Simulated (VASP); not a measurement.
# ZrS2 (P-3m1) in VASP: notebook, part 2 of 2

VASP 6.6.1.

**4. Single point, PBE (epitaxial xy strain +3.0%)**

Contents of INCAR:

```
SYSTEM = ZrS2
ALGO     = Normal         ! electronic algorithm
EDIFF    = 1E-6           ! SCF threshold, eV
ENCUT    = 500            ! plane-wave cutoff, eV
GGA      = PE             ! functional
GGA_COMPAT= .FALSE.      
ISIF     = 2              ! what is computed and relaxed
ISMEAR   = 0              ! smearing method
LASPH    = .TRUE.         ! aspherical terms in the spheres
LCHARG   = .TRUE.         ! write CHGCAR
LELF     = .TRUE.         ! ELF
LREAL    = .FALSE.        ! projectors in reciprocal space
LVHAR    = .TRUE.       
LWAVE    = .FALSE.        ! write WAVECAR
NBANDS   = 19             ! bands
NELM     = 120            ! most SCF steps
PREC     = Accurate       ! precision mode
SIGMA    = 0.01           ! smearing width, eV
```

Contents of KPOINTS:

```
k-points
0
G
  6 6 2
  0 0 0
```

Contents of POSCAR:

```
ZrS2
1.0
    3.7846310575      0.0000000000      0.0000000000
   -1.8923155287      3.2775866398      0.0000000000
    0.0000000000      0.0000000000      5.7690034300
Zr S
1 2
Direct
    0.0000000000      0.0000000000      0.0000000000
    0.3333333333      0.6666666667      0.2409644600
    0.6666666667      0.3333333333      0.7590355400
```

Started as:

```console
> cat potpaw_PBE.64/Zr_sv/POTCAR potpaw_PBE.64/S/POTCAR > POTCAR
> mpirun -np 1 vasp_std > vasp.out
```

It took 51 s on 1 thread of AMD EPYC 7R13, shared host; peak memory 0.14 GiB.

Results (log left out):

```
Free energy            : -21.3502 eV
Pressure               : -1.5 GPa
Largest force          : 0.010 eV/Å
Band gap on the k mesh : 1.00 eV, indirect (least direct gap 1.30 eV)
```

Forces in eV/Å, atoms in the order of the input:
```
Zr   0.000  0.000  0.000
S    0.000  0.000  0.010
S    0.000  0.000 -0.010
```

Stress tensor (GPa, compression positive):
```
-3.18  0.00  0.00
 0.00 -3.18  0.00
 0.00  0.00  1.79
```

Levels at points of the mesh, in eV from the valence-band top:
```csv
k point,band 8,band 9,band 10,band 11,band 12,band 13,band 14,band 15,band 16,band 17
"(0.00, 0.00, 0.00)",-3.12,-3.12,-0.39,-0.39,0.00,1.30,1.30,2.34,4.72,4.72
"(0.50, 0.00, 0.00)",-2.64,-2.60,-2.42,-1.87,-1.56,1.09,2.75,2.87,5.37,5.48
"(0.00, 0.00, 0.50)",-3.08,-3.08,-1.72,-0.54,-0.54,1.26,1.26,2.50,5.13,5.13
"(0.50, 0.00, 0.50)",-3.27,-2.81,-2.16,-1.29,-0.81,1.00,2.74,2.89,4.91,5.70
```

Caveat: the k points lie up to 0.54 Å⁻¹ apart; the cell differs from its parent crystal (epitaxial xy strain +3.0%); this functional lacks dispersion, which binds the layers, so the pressure and a relaxed spacing across them are unreliable. A k mesh can miss the band edges.

**5. Single point, PBE (epitaxial xy strain +4.0%)**

Contents of INCAR:

```
SYSTEM = ZrS2
ALGO = Normal ; EDIFF = 1E-6
ENCUT = 500 ; GGA = PE
GGA_COMPAT = .False. ; ISIF = 2
ISMEAR = 0 ; LASPH = .True.
LCHARG = .False. ; LREAL = .False.
LWAVE = .False. ; NBANDS = 19
NELM = 120 ; PREC = Accurate
SIGMA = 0.01
```

Contents of KPOINTS:

```
k-points
0
Gamma
  6 6 2
  0 0 0
```

Contents of POSCAR:

```
ZrS2
1.0
    3.8213750484      0.0000000000      0.0000000000
   -1.9106875242      3.3094078693      0.0000000000
    0.0000000000      0.0000000000      5.7397191487
Zr S
1 2
Direct
    0.0000000000      0.0000000000      0.0000000000
    0.3333333333      0.6666666667      0.2390644428
    0.6666666667      0.3333333333      0.7609355572
```

Potentials or basis: VASP PAW PBE potentials, release 64 (Zr_sv, S).

Started as:

```console
> cat potpaw_PBE.64/Zr_sv/POTCAR potpaw_PBE.64/S/POTCAR > POTCAR
> mpirun -np 1 vasp_std > vasp.out
```

OUTCAR:

```text
SYSTEM = ZrS2
   EDIFF = 1E-6
   ENCUT = 500
   GGA = PE
   ISIF = 2
   ISMEAR = 0
   LASPH = .True.
   LREAL = .False.
   NELM = 120
   PREC = Accurate

 ion  position               nearest neighbor table
   1  0.000  0.000  0.000-   2 2.60   3 2.60   2 2.60   3 2.60   3 2.60   2 2.60
   2  0.333  0.667  0.239-   1 2.60   1 2.60   1 2.60
   3  0.667  0.333  0.761-   1 2.60   1 2.60   1 2.60

  LATTYP: Found a hexagonal cell.
 ALAT       =     3.8213750484
 C/A-ratio  =     1.5020036181

  Lattice vectors:

 A1 = (   3.8213750484,   0.0000000000,   0.0000000000)
 A2 = (  -1.9106875242,   3.3094078693,   0.0000000000)
 A3 = (   0.0000000000,   0.0000000000,   5.7397191487)

Analysis of symmetry for initial positions (statically):
=====================================================================
 Subroutine PRICEL returns:
 Original cell was already a primitive cell.

 Routine SETGRP: Setting up the symmetry group for a
 hexagonal supercell.

 Subroutine GETGRP returns: Found 12 space group operations
 (whereof 12 operations were pure point group operations)
 out of a pool of 24 trial point group operations.

The static configuration has the point symmetry D_3d.

Analysis of symmetry for dynamics (positions and initial velocities):
=====================================================================
 Subroutine PRICEL returns:
 Original cell was already a primitive cell.

 Routine SETGRP: Setting up the symmetry group for a
 hexagonal supercell.

 Subroutine GETGRP returns: Found 12 space group operations
 (whereof 12 operations were pure point group operations)
 out of a pool of 24 trial point group operations.

The dynamic configuration has the point symmetry D_3d.

 Subroutine INISYM returns: Found 12 space group operations
 (whereof 12 operations are pure point group operations),
 and found     1 'primitive' translations

----------------------------------------------------------------------------------------

                                     Primitive cell

  volume of cell :      72.5873

  direct lattice vectors                    reciprocal lattice vectors
     3.821375048  0.000000000  0.000000000     0.261685908  0.151084430  0.000000000
    -1.910687524  3.309407869  0.000000000     0.000000000  0.302168859  0.000000000
     0.000000000  0.000000000  5.739719149     0.000000000  0.000000000  0.174224552

  length of vectors
     3.821375048  3.821375048  5.739719149     0.302168859  0.302168859  0.174224552

  position of ions in fractional coordinates (direct lattice)
     0.000000000  0.000000000  0.000000000
     0.333333333  0.666666667  0.239064443
     0.666666667  0.333333333  0.760935557

  ion indices of the primitive-cell ions
   primitive index   ion index
                 1           1
                 2           2
                 3           3

----------------------------------------------------------------------------------------

 KPOINTS: k-points

Automatic generation of k-mesh.
 Grid dimensions read from file:
 generate k-points for:    6    6    2

 Generating k-lattice:

  Cartesian coordinates                     Fractional coordinates (reciprocal lattice)
     0.043614318  0.025180738  0.000000000     0.166666667 -0.000000000  0.000000000
     0.000000000  0.050361477  0.000000000     0.000000000  0.166666667  0.000000000
     0.000000000  0.000000000  0.087112276     0.000000000  0.000000000  0.500000000

  Length of vectors
     0.050361477  0.050361477  0.087112276

  Shift w.r.t. Gamma in fractional coordinates (k-lattice)
     0.000000000  0.000000000  0.000000000

 Subroutine IBZKPT returns following result:
 ===========================================

 Found     14 irreducible k-points:

 Following reciprocal coordinates:
            Coordinates               Weight
  0.000000  0.000000  0.000000      1.000000
  0.166667  0.000000  0.000000      6.000000
  0.333333 -0.000000  0.000000      6.000000
  0.500000 -0.000000  0.000000      3.000000
  0.166667  0.166667  0.000000      6.000000
  0.333333  0.166667  0.000000     12.000000
  0.333333  0.333333  0.000000      2.000000
  0.000000  0.000000  0.500000      1.000000
  0.166667  0.000000  0.500000      6.000000
  0.333333 -0.000000  0.500000      6.000000
  0.500000 -0.000000  0.500000      3.000000
  0.166667  0.166667  0.500000      6.000000
  0.333333  0.166667  0.500000     12.000000
  0.333333  0.333333  0.500000      2.000000
   k-points           NKPTS =     14   k-points in BZ     NKDIM =     14   number of bands    NBANDS=     19
   number of dos      NEDOS =    301   number of ions     NIONS =      3
   total plane-waves  NPLWV =  32928
   dimension x,y,z NGX =    28 NGY =   28 NGZ =   42
   dimension x,y,z NGXF=    56 NGYF=   56 NGZF=   84
   ions per type =               1   2
   NGX,Y,Z   is equivalent  to a cutoff of  12.18, 12.18, 12.16 a.u.
   NGXF,Y,Z  is equivalent  to a cutoff of  24.36, 24.36, 24.33 a.u.
 SYSTEM =  ZrS2
   PREC   = accura    normal or accurate (medium, high low for compatibility)
   ISTART =      0    job   : 0-new  1-cont  2-samecut
   ICHARG =      2    charge: 1-file 2-atom 10-const
   ISPIN  =      1    spin polarized calculation?
   LNONCOLLINEAR =      F non collinear calculations
   LSORBIT =      F    spin-orbit coupling
   LASPH  =      T    aspherical Exc in radial PAW
   ENCUT  =  500.0 eV  36.75 Ry    6.06 a.u.   6.97  6.97 10.46*2*pi/ulx,y,z
   NELM   =    120;   NELMIN=  2; NELMDL= -5     # of ELM steps
   EDIFF  = 0.1E-05   stopping-criterion for ELM
   LREAL  =      F    real-space projection
   EDIFFG = 0.1E-04   stopping-criterion for IOM
   NSW    =      0    number of steps for IOM
   IBRION =     -1    ionic relax: 0-MD 1-quasi-New 2-CG
   NFREE  =      0    steps in history (QN), initial steepest desc. (CG)
   ISIF   =      2    stress and relaxation
   ISYM   =      2    0-nonsym 1-usesym 2-fastsym
   POTIM  = 0.5000    time-step for ionic-motion
   TEBEG  =    0.0;   TEEND  =   0.0 temperature during run
   PSTRESS=    0.0 pullay stress
   NELECT =      24.0000    total number of electrons
   NUPDOWN=      -1.0000    fix difference up-down
   EMIN   =  10.00;   EMAX   =-10.00  energy-range for DOS
   EFERMI =   0.00;   METHOD = LEGACY
   ISMEAR =     0;   SIGMA  =   0.01  broadening in eV -4-tet -1-fermi 0-gaus
   EFERMI_NEDOS =   21; number of points for ismear=-14 and -15
   IALGO  =     38    algorithm
   IMIX   =      4    mixing-type and parameters
     AMIX     =   0.40;   BMIX     =  1.00
     AMIX_MAG =   1.60;   BMIX_MAG =  1.00
  volume/ion in A,a.u.               =      24.20       163.28
  Fermi-wavevector in a.u.,A,eV,Ry     =   1.132031  2.139229 17.435792  1.281495
  Thomas-Fermi vector in A             =   2.268731
   LORBIT       =      0    0 simple, 1 ext, 2 COOP (PROOUT), +10 PAW based schemes
   GGA     = PE    functional components
   LHFCALC =     F    Hartree Fock is set to
   AEXX    =    0.0000 exact exchange contribution
   IVDW    =     0    specifies the selected vdW correction
   LEPSILON=     F    determine dielectric tensor
   LRPA    =     F    only Hartree local field effects (RPA)
 non-spin polarized calculation
 Gauss-broadening in eV      SIGMA  =   0.01
  energy-cutoff  :      500.00
  volume of cell :       72.59
 maximum number of plane-waves:      1866
 NGX is ok and might be reduce to    28
   NGX = 13   NGY = 13   NGZ = 21

 number of electron      23.9999998 magnetization

 Free energy of the ion-electron system (eV)
  ---------------------------------------------------
  ext. energy  EPLUGINS =         0.00000000
  ---------------------------------------------------
  free energy    TOTEN  =       -21.31339812 eV

  energy without entropy =      -21.31339812  energy(sigma->0) =      -21.31339812

 E-fermi :   4.2970     XC(G=0):  -9.2817

 val. band max:        4.2535928909   @ k =   0.0000   0.0000   0.0000
 cond. band min:       5.2945536731   @ k =   0.5000  -0.0000   0.5000
 fundamental gap:      1.0409607823
 Fermi energy:         4.2969727843

 k-point     1 :       0.0000    0.0000    0.0000
  band No.  band energies     occupation
      1     -45.1868      2.00000
      2     -23.2227      2.00000
      3     -23.0866      2.00000
      4     -23.0866      2.00000
      5      -8.4532      2.00000
      6      -6.9603      2.00000
[... 285 lines left out ...]
      6      -7.2873      2.00000
[... 11 lines left out ...]
     18      12.0133      0.00000
     19      12.5210      0.00000

------------------------ aborting loop because EDIFF is reached ----------------------------------------

  FORCE on cell =-STRESS in cart. coord.  units (eV):
  Direction    XX          YY          ZZ          XY          YZ          ZX
  --------------------------------------------------------------------------------------
  -------------------------------------------------------------------------------------
  Total       -1.9953684     -1.9953684      0.7755147     -0.0000000      0.0000000     -0.0000000
  in kB      -44.0426123    -44.0426123     17.1174871     -0.0000000      0.0000000     -0.0000000
  external PRESSURE =     -23.6559125 kB  Pullay stress =       0.0000000 kB

 VOLUME and BASIS-vectors are now :
 -----------------------------------------------------------------------------
  energy-cutoff  :      500.00
  volume of cell :       72.59
      direct lattice vectors                 reciprocal lattice vectors
     3.821375048  0.000000000  0.000000000     0.261685908  0.151084430  0.000000000
    -1.910687524  3.309407869  0.000000000     0.000000000  0.302168859  0.000000000
     0.000000000  0.000000000  5.739719149     0.000000000  0.000000000  0.174224552

 POSITION                                       TOTAL-FORCE (eV/Angst)
 -----------------------------------------------------------------------------------
      0.00000      0.00000      0.00000        -0.000000      0.000000      0.000000
     -0.00000      2.20627      1.37216         0.000000      0.000000      0.004746
      1.91069      1.10314      4.36756        -0.000000     -0.000000     -0.004746
 -----------------------------------------------------------------------------------
    total drift:                               -0.000000      0.000000      0.000000

  FREE ENERGIE OF THE ION-ELECTRON SYSTEM (eV)
  ---------------------------------------------------
  free  energy   TOTEN  =       -21.3133981227 eV

  energy  without entropy=      -21.3133981227  energy(sigma->0) =      -21.31339812
```

OSZICAR:

```text
N       E                     dE             d eps       ncg     rms          rms(c)
DAV:   1     0.169410103933E+03    0.16941E+03   -0.11620E+04   532   0.113E+03
DAV:   2    -0.131392425546E+02   -0.18255E+03   -0.17767E+03   676   0.269E+02
DAV:   3    -0.234382623136E+02   -0.10299E+02   -0.10243E+02   845   0.607E+01
DAV:   4    -0.237362646390E+02   -0.29800E+00   -0.29733E+00   754   0.884E+00
DAV:   5    -0.237461850867E+02   -0.99204E-02   -0.99181E-02   799   0.129E+00    0.145E+01
DAV:   6    -0.213502866009E+02    0.23959E+01   -0.66763E+00   579   0.144E+01    0.694E+00
DAV:   7    -0.213093985456E+02    0.40888E-01   -0.56065E-01   747   0.398E+00    0.382E+00
DAV:   8    -0.213136990348E+02   -0.43005E-02   -0.95859E-02   623   0.183E+00    0.405E-01
DAV:   9    -0.213132030120E+02    0.49602E-03   -0.18517E-02   686   0.707E-01    0.508E-01
DAV:  10    -0.213133078503E+02   -0.10484E-03   -0.23832E-03   654   0.309E-01    0.168E-01
DAV:  11    -0.213133796309E+02   -0.71781E-04   -0.19054E-04   657   0.982E-02    0.662E-02
DAV:  12    -0.213133953559E+02   -0.15725E-04   -0.44357E-05   595   0.354E-02    0.212E-02
DAV:  13    -0.213133980413E+02   -0.26854E-05   -0.22665E-06   644   0.865E-03    0.138E-02
DAV:  14    -0.213133981227E+02   -0.81390E-07   -0.15405E-06   550   0.753E-03
   1 F= -.21313398E+02 E0= -.21313398E+02  d E =-.526591E-12
```

Run time: 37 s. Hardware: 1 thread of AMD EPYC 7R13, shared host; peak memory 0.14 GiB.

What came out:

```yaml
Free_energy: -21.3134 eV
Pressure: -2.4 GPa
Largest_force: 0.005 eV/Å
Band_gap_on_the_k_mesh: 1.04 eV, indirect (least direct gap 1.24 eV)
```

Forces in eV/Å, atoms in the order of the input:
```
Zr   0.000  0.000  0.000
S    0.000  0.000  0.005
S    0.000  0.000 -0.005
```

Stress tensor (GPa, compression positive):
```
-4.40  0.00  0.00
 0.00 -4.40  0.00
 0.00  0.00  1.71
```

Caveat: the k points lie up to 0.55 Å⁻¹ apart; the cell differs from its parent crystal (epitaxial xy strain +4.0%); this functional lacks dispersion, which binds the layers, so the pressure and a relaxed spacing across them are unreliable. A k mesh can miss the band edges.

**6. Single point, PBE (epitaxial xy strain -4.0%)**

Contents of INCAR:

```
SYSTEM = ZrS2
ALGO     = Normal         ! electronic algorithm
EDIFF    = 1E-6           ! SCF threshold, eV
ENCUT    = 500            ! plane-wave cutoff, eV
GGA      = PE             ! functional
GGA_COMPAT= .False.      
ISIF     = 2              ! what is computed and relaxed
ISMEAR   = -1             ! smearing method
LASPH    = .True.         ! aspherical terms in the spheres
LCHARG   = .False.        ! write CHGCAR
LREAL    = .False.        ! projectors in reciprocal space
LWAVE    = .False.        ! write WAVECAR
NBANDS   = 19             ! bands
NELM     = 120            ! most SCF steps
PREC     = Accurate       ! precision mode
SIGMA    = 0.02           ! smearing width, eV
```

Contents of KPOINTS:

```
k-points
0
Gamma
  12 12 4
  0 0 0
```

Contents of POSCAR:

```
ZrS2
1.0
    3.5274231216      0.0000000000      0.0000000000
   -1.7637115608      3.0548380332      0.0000000000
    0.0000000000      0.0000000000      5.9612425643
Zr S
1 2
Direct
    0.0000000000      0.0000000000      0.0000000000
    0.3333333333      0.6666666667      0.2531680491
    0.6666666667      0.3333333333      0.7468319509
```

Potentials or basis: VASP PAW PBE potentials, release 64 (Zr_sv, S).

Started as:

```console
> cat potpaw_PBE.64/Zr_sv/POTCAR potpaw_PBE.64/S/POTCAR > POTCAR
> mpirun -np 1 vasp_std > vasp.out
```

It took 2.8 min on 1 thread of AMD EPYC 7R13, shared host; peak memory 0.2 GiB.

It converged, with:

- Free energy: -21.2791 eV
- Pressure: 6.2 GPa
- Largest force: 0.074 eV/Å
- Band gap on the k mesh: 0.48 eV, indirect (least direct gap 1.34 eV)

Forces in eV/Å, atoms in the order of the input:
```
Zr   0.000  0.000  0.000
S    0.000  0.000  0.074
S    0.000  0.000 -0.074
```

Stress tensor (GPa, compression positive):
```
8.13 0.00 0.00
0.00 8.13 0.00
0.00 0.00 2.31
```

Levels at points of the mesh, in eV from the valence-band top:
```tsv
k point	band 9	band 10	band 11	band 12	band 13	band 14	band 15	band 16
(0.00, 0.00, 0.00)	-2.68	-0.22	0.00	0.00	1.61	1.61	1.92	4.83
(0.50, 0.00, 0.00)	-2.86	-2.54	-2.07	-1.16	0.77	3.67	4.15	5.84
(0.00, 0.00, 0.50)	-2.64	-2.20	-0.15	-0.15	1.58	1.58	2.57	5.22
(0.50, 0.00, 0.50)	-2.74	-2.70	-0.97	-0.86	0.48	3.66	4.12	5.26
```

Caveat: the cell differs from its parent crystal (epitaxial xy strain -4.0%); this functional lacks dispersion, which binds the layers, so the pressure and a relaxed spacing across them are unreliable.

**7. Overview**

```tsv
cell	k mesh	smearing	gap on the mesh (eV)	pressure (GPa)	largest force (eV/Å)
a = 3.711, b = 3.711, c = 5.828 Å, angles 90.0, 90.0, 120.0°, 3 atoms	6 × 6 × 2	gaussian 0.01 eV	0.92	0.3	0.02
a = 3.748, b = 3.748, c = 5.798 Å, angles 90.0, 90.0, 120.0°, 3 atoms	6 × 6 × 2	gaussian 0.01 eV	0.96	-0.6	0.02
a = 3.785, b = 3.785, c = 5.769 Å, angles 90.0, 90.0, 120.0°, 3 atoms	6 × 6 × 2	gaussian 0.01 eV	1.00	-1.5	0.01
a = 3.821, b = 3.821, c = 5.740 Å, angles 90.0, 90.0, 120.0°, 3 atoms	6 × 6 × 2	gaussian 0.01 eV	1.04	-2.4	-
a = 3.527, b = 3.527, c = 5.961 Å, angles 90.0, 90.0, 120.0°, 3 atoms	12 × 12 × 4	fermi-dirac 0.02 eV	0.48	6.2	0.07
```

Alike in all rows: task single point; level PBE; potentials or basis VASP PAW PBE potentials, release 64 (Zr_sv, S); no spin polarisation; cutoff (eV) 500.

Caveats: some runs use coarse meshes; this functional lacks dispersion, which binds the layers, so the pressure and a relaxed spacing across them are unreliable.

Absolute energies hang on the potentials; compare differences alone.
